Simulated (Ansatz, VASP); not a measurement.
# Two plane-wave programs on InAs

File INCAR:

```
SYSTEM = InAs
ALGO = Normal
EDIFF = 1E-7
ENCUT = 520
GGA = PS
ISIF = 2
ISMEAR = 0
LASPH = .TRUE.
LCHARG = .TRUE.
LELF = .TRUE.
LREAL = .FALSE.
LVHAR = .TRUE.
LWAVE = .FALSE.
NBANDS = 16
NELM = 60
PREC = Accurate
SIGMA = 0.15
```

Contents of KPOINTS:

```
k-points
0
G
  14 14 14
  0 0 0
```

POSCAR

```
InAs
1.0
    0.0000000000      3.1983063955      3.1983063955
    3.1983063955      0.0000000000      3.1983063955
    3.1983063955      3.1983063955      0.0000000000
In As
1 1
Direct
    0.0000000000      0.0000000000      0.0000000000
    0.7500000000      0.7500000000      0.7500000000
```

Input for Ansatz:

```yaml
crystal:
  lattice:
    - [0.0, 3.1983063955, 3.1983063955]
    - [3.1983063955, 0.0, 3.1983063955]
    - [3.1983063955, 3.1983063955, 0.0]
  atoms:
    - { symbol: In, position: [0.0, 0.0, 0.0] }
    - { symbol: As, position: [0.75, 0.75, 0.75] }
basis:
  ecutwfc: 420
kpoints:
  mp_grid: { grid: [14, 14, 14] }
hamiltonian:
  xc: pbesol
  pseudopotentials: { kind: paw, azcp: { folder: soft_1 } }
scf:
  occupations: { method: gaussian, width: 0.15 }
output:
  forces: true
  stress: true
  eigenvalues: true
```

Alike in both runs: task single point; functional PBEsol; k mesh 14 × 14 × 14; occupations gaussian, width 0.15 eV; no spin polarisation.

|  | VASP | Ansatz |
| --- | --- | --- |
| version | VASP 6.6.1 | Ansatz 0.2.0 |
| potentials or method | VASP PAW PBE potentials, release 64 (In_d, As), cutoff 520 eV | scalar-relativistic, plane waves, PAW |
| valence electrons in the cell | 18 | 28 |

```tsv
	VASP	Ansatz	Ansatz less VASP
gap on the k mesh at the Fermi level (eV)	none	none	-
pressure (GPa)	-5.8	-5.8	-0.03
```

VASP's potentials were made for PBE, not for PBEsol, and Ansatz warns of the same on its side. A gap of «none» marks a metal or a gap that the smearing closes. VASP's potentials hold 18 valence electrons a cell and Ansatz's 28, so a difference there can come from the potentials and not from the codes.
